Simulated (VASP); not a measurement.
# SnSe (Pnma) in VASP: single point with PBE

Aim: the single point of SnSe with PBE.

Everything below comes from runs of VASP 6.6.1. Logs are shortened: lines on timing, memory, paths and dates and some standing lists are left out, and cuts for length are marked.

## 1. The cell of the first run

The structure is orthorhombic, space group Pnma (No. 62). The conventional cell has a = 11.501 Å, b = 4.153 Å, c = 4.445 Å, α = 90.00°, β = 90.00°, γ = 90.00°. Within 3.7 Å of Sn (site symmetry m) lie 6 Se at 2.77 to 3.43 Å and 2 Sn at 3.53 Å. Se (site symmetry m) has 6 Sn at 2.77 to 3.43 Å within 3.7 Å.

## 2. Single point, PBE

Contents of INCAR:

```
  ALGO = Normal
  EDIFF = 1E-6
  ENCUT = 500
  GGA = PE
  GGA_COMPAT = F
  ISIF = 2
  ISMEAR = 0
  LASPH = T
  LCHARG = F
  LREAL = F
  LWAVE = F
  NBANDS = 50
  NELM = 120
  PREC = Accurate
  SIGMA = 0.05
```

Contents of KPOINTS:

```
k-points
0
Gamma
  3 8 8
```

Contents of POSCAR:

```
SnSe
1.0
   11.5010000000      0.0000000000      0.0000000000
    0.0000000000      4.1530000000      0.0000000000
    0.0000000000      0.0000000000      4.4450000000
Sn Se
4 4
Direct
    0.1177173971      0.2500000000      0.1022299459
    0.3822826029      0.7500000000      0.6022299459
    0.6177173971      0.2500000000      0.3977700541
    0.8822826029      0.7500000000      0.8977700541
    0.3568061414      0.2500000000      0.0236506290
    0.1431938586      0.7500000000      0.5236506290
    0.8568061414      0.2500000000      0.4763493710
    0.6431938586      0.7500000000      0.9763493710
```

Potentials or basis: VASP PAW PBE potentials, release 64 (Sn_d, Se).

Started as:

```sh
$ cat potpaw_PBE.64/Sn_d/POTCAR potpaw_PBE.64/Se/POTCAR > POTCAR
$ mpirun -np 1 vasp_std > vasp.out
```

OUTCAR:

```text
EDIFF = 1E-6
   ENCUT = 500
   GGA = PE
   ISIF = 2
   ISMEAR = 0
   LASPH = T
   LREAL = F
   NELM = 120
   PREC = Accurate

 ion  position               nearest neighbor table
   1  0.118  0.250  0.102-   5 2.77   6 2.81   6 2.81   4 3.53   4 3.53
   2  0.382  0.750  0.602-   6 2.77   5 2.81   5 2.81   3 3.53   3 3.53
   3  0.618  0.250  0.398-   7 2.77   8 2.81   8 2.81   2 3.53   2 3.53
   4  0.882  0.750  0.898-   8 2.77   7 2.81   7 2.81   1 3.53   1 3.53
   5  0.357  0.250  0.024-   1 2.77   2 2.81   2 2.81
   6  0.143  0.750  0.524-   2 2.77   1 2.81   1 2.81
   7  0.857  0.250  0.476-   3 2.77   4 2.81   4 2.81
   8  0.643  0.750  0.976-   4 2.77   3 2.81   3 2.81

  LATTYP: Found a simple orthorhombic cell.
 ALAT       =     4.1530000000
 B/A-ratio  =     1.0703106188
 C/A-ratio  =     2.7693233807

  Lattice vectors:

 A1 = (   0.0000000000,   4.1530000000,   0.0000000000)
 A2 = (   0.0000000000,   0.0000000000,   4.4450000000)
 A3 = (  11.5010000000,   0.0000000000,   0.0000000000)

Analysis of symmetry for initial positions (statically):
=====================================================================
 Subroutine PRICEL returns:
 Original cell was already a primitive cell.

 Routine SETGRP: Setting up the symmetry group for a
 simple orthorhombic supercell.

 Subroutine GETGRP returns: Found  8 space group operations
 (whereof  2 operations were pure point group operations)
 out of a pool of  8 trial point group operations.

The static configuration has the point symmetry S_2 .
 The point group associated with its full space group is D_2h.

Analysis of symmetry for dynamics (positions and initial velocities):
=====================================================================
 Subroutine PRICEL returns:
 Original cell was already a primitive cell.

 Routine SETGRP: Setting up the symmetry group for a
 simple orthorhombic supercell.

 Subroutine GETGRP returns: Found  8 space group operations
 (whereof  2 operations were pure point group operations)
 out of a pool of  8 trial point group operations.

The dynamic configuration has the point symmetry S_2 .
 The point group associated with its full space group is D_2h.

 Subroutine INISYM returns: Found  8 space group operations
 (whereof  2 operations are pure point group operations),
 and found     1 'primitive' translations

----------------------------------------------------------------------------------------

                                     Primitive cell

  volume of cell :     212.3094

  direct lattice vectors                    reciprocal lattice vectors
    11.501000000  0.000000000  0.000000000     0.086948961  0.000000000  0.000000000
     0.000000000  4.153000000  0.000000000     0.000000000  0.240789791  0.000000000
     0.000000000  0.000000000  4.445000000     0.000000000  0.000000000  0.224971879

  length of vectors
    11.501000000  4.153000000  4.445000000     0.086948961  0.240789791  0.224971879

  position of ions in fractional coordinates (direct lattice)
     0.117717397  0.250000000  0.102229946
     0.382282603  0.750000000  0.602229946
     0.617717397  0.250000000  0.397770054
     0.882282603  0.750000000  0.897770054
     0.356806141  0.250000000  0.023650629
     0.143193859  0.750000000  0.523650629
     0.856806141  0.250000000  0.476349371
     0.643193859  0.750000000  0.976349371

  ion indices of the primitive-cell ions
   primitive index   ion index
                 1           1
                 2           2
                 3           3
                 4           4
                 5           5
                 6           6
                 7           7
                 8           8

----------------------------------------------------------------------------------------

 KPOINTS: k-points

Automatic generation of k-mesh.
 Grid dimensions read from file:
 generate k-points for:    3    8    8

 Generating k-lattice:

  Cartesian coordinates                     Fractional coordinates (reciprocal lattice)
     0.028982987  0.000000000  0.000000000     0.333333333  0.000000000  0.000000000
     0.000000000  0.030098724  0.000000000     0.000000000  0.125000000  0.000000000
     0.000000000  0.000000000  0.028121485     0.000000000  0.000000000  0.125000000

  Length of vectors
     0.028982987  0.030098724  0.028121485

  Shift w.r.t. Gamma in fractional coordinates (k-lattice)
     0.000000000  0.000000000  0.000000000

 Subroutine IBZKPT returns following result:
 ===========================================

 Found     50 irreducible k-points:

 Following reciprocal coordinates:
            Coordinates               Weight
  0.000000  0.000000  0.000000      1.000000
  0.333333  0.000000  0.000000      2.000000
  0.000000  0.125000  0.000000      2.000000
  0.333333  0.125000  0.000000      4.000000
  0.000000  0.250000  0.000000      2.000000
  0.333333  0.250000  0.000000      4.000000
[... 16 lines left out ...]
  0.000000  0.125000  0.250000      4.000000
  0.333333  0.125000  0.250000      8.000000
 [... further k-points ...]
   k-points           NKPTS =     50   k-points in BZ     NKDIM =     50   number of bands    NBANDS=     50
   number of dos      NEDOS =    301   number of ions     NIONS =      8
   total plane-waves  NPLWV =  80640
   dimension x,y,z NGX =    84 NGY =   30 NGZ =   32
   dimension x,y,z NGXF=   168 NGYF=   60 NGZF=   64
   ions per type =               4   4
   NGX,Y,Z   is equivalent  to a cutoff of  12.14, 12.01, 11.97 a.u.
   NGXF,Y,Z  is equivalent  to a cutoff of  24.28, 24.02, 23.94 a.u.
 SYSTEM =  unknown system
   PREC   = accura    normal or accurate (medium, high low for compatibility)
   ISTART =      0    job   : 0-new  1-cont  2-samecut
   ICHARG =      2    charge: 1-file 2-atom 10-const
   ISPIN  =      1    spin polarized calculation?
   LNONCOLLINEAR =      F non collinear calculations
   LSORBIT =      F    spin-orbit coupling
   LASPH  =      T    aspherical Exc in radial PAW
   ENCUT  =  500.0 eV  36.75 Ry    6.06 a.u.  20.97  7.57  8.10*2*pi/ulx,y,z
   NELM   =    120;   NELMIN=  2; NELMDL= -5     # of ELM steps
   EDIFF  = 0.1E-05   stopping-criterion for ELM
   LREAL  =      F    real-space projection
   EDIFFG = 0.1E-04   stopping-criterion for IOM
   NSW    =      0    number of steps for IOM
   IBRION =     -1    ionic relax: 0-MD 1-quasi-New 2-CG
   NFREE  =      0    steps in history (QN), initial steepest desc. (CG)
   ISIF   =      2    stress and relaxation
   ISYM   =      2    0-nonsym 1-usesym 2-fastsym
   POTIM  = 0.5000    time-step for ionic-motion
   TEBEG  =    0.0;   TEEND  =   0.0 temperature during run
   PSTRESS=    0.0 pullay stress
   NELECT =      80.0000    total number of electrons
   NUPDOWN=      -1.0000    fix difference up-down
   EMIN   =  10.00;   EMAX   =-10.00  energy-range for DOS
   EFERMI =   0.00;   METHOD = LEGACY
   ISMEAR =     0;   SIGMA  =   0.05  broadening in eV -4-tet -1-fermi 0-gaus
   EFERMI_NEDOS =   21; number of points for ismear=-14 and -15
   IALGO  =     38    algorithm
   IMIX   =      4    mixing-type and parameters
     AMIX     =   0.40;   BMIX     =  1.00
     AMIX_MAG =   1.60;   BMIX_MAG =  1.00
  volume/ion in A,a.u.               =      26.54       179.09
  Fermi-wavevector in a.u.,A,eV,Ry     =   1.182447  2.234501 19.023410  1.398181
  Thomas-Fermi vector in A             =   2.318701
   LORBIT       =      0    0 simple, 1 ext, 2 COOP (PROOUT), +10 PAW based schemes
   GGA     = PE    functional components
   LHFCALC =     F    Hartree Fock is set to
   AEXX    =    0.0000 exact exchange contribution
   IVDW    =     0    specifies the selected vdW correction
   LEPSILON=     F    determine dielectric tensor
   LRPA    =     F    only Hartree local field effects (RPA)
 non-spin polarized calculation
 Gauss-broadening in eV      SIGMA  =   0.05
  energy-cutoff  :      500.00
  volume of cell :      212.31
 maximum number of plane-waves:      5427
 NGX is ok and might be reduce to    84
   NGX = 41   NGY = 15   NGZ = 17

 number of electron      79.9999994 magnetization

 Free energy of the ion-electron system (eV)
  ---------------------------------------------------
  ext. energy  EPLUGINS =         0.00000000
  ---------------------------------------------------
  free energy    TOTEN  =       -32.80729314 eV

  energy without entropy =      -32.80729314  energy(sigma->0) =      -32.80729314

 E-fermi :   5.8078     XC(G=0):  -9.7366

 val. band max:        5.5111026379   @ k =   0.0000   0.0000   0.3750
 cond. band min:       6.1501286651   @ k =   0.0000   0.0000   0.0000
 fundamental gap:      0.6390260272
 Fermi energy:         5.8077564958

 k-point     1 :       0.0000    0.0000    0.0000
  band No.  band energies     occupation
      1     -15.8505      2.00000
      2     -15.8375      2.00000
      3     -15.8363      2.00000
      4     -15.8320      2.00000
      5     -15.8310      2.00000
      6     -15.8277      2.00000
[... 42 lines left out ...]
     49      10.2108      0.00000
     50      10.2203      0.00000

 k-point     2 :       0.3333    0.0000    0.0000
  band No.  band energies     occupation
      1     -15.8479      2.00000
      2     -15.8418      2.00000
      3     -15.8351      2.00000
      4     -15.8331      2.00000
      5     -15.8304      2.00000
      6     -15.8289      2.00000
[... 42 lines left out ...]
     49      10.2986      0.00000
     50      10.4592      0.00000

 k-point     3 :       0.0000    0.1250    0.0000
  band No.  band energies     occupation
      1     -15.8468      2.00000
      2     -15.8360      2.00000
      3     -15.8332      2.00000
      4     -15.8324      2.00000
      5     -15.8304      2.00000
      6     -15.8301      2.00000
[... 42 lines left out ...]
     49       9.8514      0.00000
     50      10.3781      0.00000

 k-point     4 :       0.3333    0.1250    0.0000
  band No.  band energies     occupation
      1     -15.8445      2.00000
      2     -15.8391      2.00000
      3     -15.8332      2.00000
      4     -15.8320      2.00000
      5     -15.8314      2.00000
      6     -15.8307      2.00000
[... 999 lines left out ...]
 k-point    23 :       0.0000    0.1250    0.2500
  band No.  band energies     occupation
      1     -15.8447      2.00000
      2     -15.8358      2.00000
      3     -15.8352      2.00000
      4     -15.8336      2.00000
      5     -15.8308      2.00000
      6     -15.8292      2.00000
[... 42 lines left out ...]
     49      10.0480      0.00000
     50      10.1881      0.00000

 k-point    24 :       0.3333    0.1250    0.2500
  band No.  band energies     occupation
      1     -15.8428      2.00000
      2     -15.8385      2.00000
      3     -15.8352      2.00000
      4     -15.8339      2.00000
      5     -15.8305      2.00000
      6     -15.8297      2.00000
[... 42 lines left out ...]
     49       9.7832      0.00000
     50       9.9725      0.00000

 [... further k-points ...]
[... 5 lines left out ...]
  --------------------------------------------------------------------------------------
  -------------------------------------------------------------------------------------
  Total        2.6722996      2.7502084      2.3641741      0.0000000      0.0000000      0.0000000
  in kB       20.1663092     20.7542422     17.8410635      0.0000000      0.0000000      0.0000000
  external PRESSURE =      19.5872050 kB  Pullay stress =       0.0000000 kB

 VOLUME and BASIS-vectors are now :
 -----------------------------------------------------------------------------
  energy-cutoff  :      500.00
  volume of cell :      212.31
      direct lattice vectors                 reciprocal lattice vectors
    11.501000000  0.000000000  0.000000000     0.086948961  0.000000000  0.000000000
     0.000000000  4.153000000  0.000000000     0.000000000  0.240789791  0.000000000
     0.000000000  0.000000000  4.445000000     0.000000000  0.000000000  0.224971879

 POSITION                                       TOTAL-FORCE (eV/Angst)
 -----------------------------------------------------------------------------------
      1.35387      1.03825      0.45441        -0.014954     -0.000000     -0.010834
      4.39663      3.11475      2.67691         0.014954      0.000000     -0.010834
      7.10437      1.03825      1.76809        -0.014954      0.000000      0.010834
     10.14713      3.11475      3.99059         0.014954      0.000000      0.010834
      4.10363      1.03825      0.10513         0.008140     -0.000000      0.009262
      1.64687      3.11475      2.32763        -0.008140     -0.000000      0.009262
      9.85413      1.03825      2.11737         0.008140      0.000000     -0.009262
      7.39737      3.11475      4.33987        -0.008140     -0.000000     -0.009262
 -----------------------------------------------------------------------------------
    total drift:                               -0.000000      0.000000      0.000000

  FREE ENERGIE OF THE ION-ELECTRON SYSTEM (eV)
  ---------------------------------------------------
  free  energy   TOTEN  =       -32.8072931369 eV

  energy  without entropy=      -32.8072931369  energy(sigma->0) =      -32.80729314
```

Wall time 11 min (1 thread of Intel Xeon 8259CL, shared host); peak memory 0.51 GiB.

Results:

| Property | Result |
| --- | --- |
| Free energy | -32.8073 eV |
| Pressure | 2.0 GPa |
| Largest force | 0.018 eV/Å |
| Band gap on the k mesh | 0.64 eV, indirect (least direct gap 0.89 eV) |

Forces in eV/Å, atoms in the order of the input:
```
Sn  -0.015  0.000 -0.011
Sn   0.015  0.000 -0.011
Sn  -0.015  0.000  0.011
Sn   0.015  0.000  0.011
Se   0.008  0.000  0.009
Se  -0.008  0.000  0.009
Se   0.008  0.000 -0.009
Se  -0.008  0.000 -0.009
```

Stress tensor (GPa, compression positive):
```
2.02 0.00 0.00
0.00 2.08 0.00
0.00 0.00 1.78
```

Levels at points of the mesh, in eV from the valence-band top:
```csv
k point,band 37,band 38,band 39,band 40,band 41,band 42,band 43,band 44
"(0.00, 0.00, 0.00)",-1.55,-1.21,-0.74,-0.53,0.64,2.89,3.10,3.11
"(0.00, 0.50, 0.00)",-0.98,-0.98,-0.76,-0.76,0.95,0.95,1.33,1.33
"(0.00, 0.00, 0.50)",-0.77,-0.77,-0.20,-0.20,1.26,1.26,1.60,1.60
"(0.00, 0.50, 0.50)",-2.32,-2.32,-1.44,-1.44,2.61,2.61,3.03,3.03
```

Caveat: spin-orbit coupling is left out, which moves the levels of the heavy elements.
